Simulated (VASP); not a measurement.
Wanted: the native input for a VASP 6.6.1 run.

| Quantity | Value |
| --- | --- |
| Task | single point |
| Functional | LDA |
| Potentials or basis | VASP PAW LDA potentials, release 64 (Pt, Pb_d) |
| Cutoff | 520 eV |
| k mesh | 9 × 9 × 9 |
| Occupations | fermi-dirac, width 0.03 eV |
| Spin | no spin polarisation |
| Dipole correction | no |
| Further INCAR settings | ALGO = Normal; EDIFF = 1e-06; NBANDS = 30 |

The structure of Pt3Pb lies in POSCAR:

```
Pt3Pb
1.0
    3.9751604292      0.0000000000      0.0000000000
    0.0000000000      3.9751604292      0.0000000000
    0.0000000000      0.0000000000      3.9751604292
Pt Pb
3 1
Direct
    0.0000000000      0.5000000000      0.5000000000
    0.5000000000      0.0000000000      0.5000000000
    0.5000000000      0.5000000000      0.0000000000
    0.0000000000      0.0000000000      0.0000000000
```

This cell differs from its parent crystal: volume scaled by 0.94.

One way to write it, as run:

INCAR

```
  ALGO = Normal
  EDIFF = 1E-6
  ENCUT = 520
  ISIF = 2
  ISMEAR = -1
  LASPH = T
  LCHARG = F
  LREAL = F
  LWAVE = F
  NBANDS = 30
  NELM = 60
  PREC = Accurate
  SIGMA = 0.03
```

KPOINTS

```
k-points
0
Gamma
  9 9 9
```

Potentials or basis: VASP PAW LDA potentials, release 64 (Pt, Pb_d).

Launch:

```bash
$ cat potpaw_LDA.64/Pt/POTCAR potpaw_LDA.64/Pb_d/POTCAR > POTCAR
$ mpirun -np 1 vasp_std > vasp.out
```

It gave:

```
Pressure               : 13.1 GPa
Band gap on the k mesh : zero (band 22 reaches 12.52 eV, above the bottom of band 23 at 12.09 eV)
```

Caveat: spin-orbit coupling is left out, which moves the levels of the heavy elements.

Run time: 44 s on 1 thread of Intel Xeon 6975P-C (shared host), peak memory 0.19 GiB.
